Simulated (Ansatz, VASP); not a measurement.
Two plane-wave programs on MgS

```
Mg S
1.0
     0.00000    2.60165    2.60165
     2.60165    0.00000    2.60165
     2.60165    2.60165    0.00000
Mg S
1 1
Cartesian
  -0.0039 0.0036 0.0027
  2.6046 2.5990 2.5996
```

Alike in both runs: task single point; functional PBEsol; k mesh 4 × 4 × 4; occupations gaussian, width 0.02 eV; no spin polarisation.

|  | VASP | Ansatz |
| --- | --- | --- |
| version | VASP 6.6.1 | Ansatz 0.2.0 |
| potentials or method | VASP PAW PBE potentials, release 64 (Mg, S) | plane waves, PAW |
| plane-wave cutoff (eV) | 600 | 420 |
| valence electrons in the cell | 8 | 16 |

```csv
,VASP,Ansatz,Ansatz less VASP
rms of the force components (eV/Å),0.017,0.016,0.0000
```

VASP's potentials were made for PBE, not for PBEsol. Atom by atom the forces differ by 0.000 eV/Å (rms over components). VASP's potentials hold 8 valence electrons a cell and Ansatz's 16, so a difference there can come from the potentials and not from the codes.

The k mesh is coarse, so the values compare programs but aren't converged.
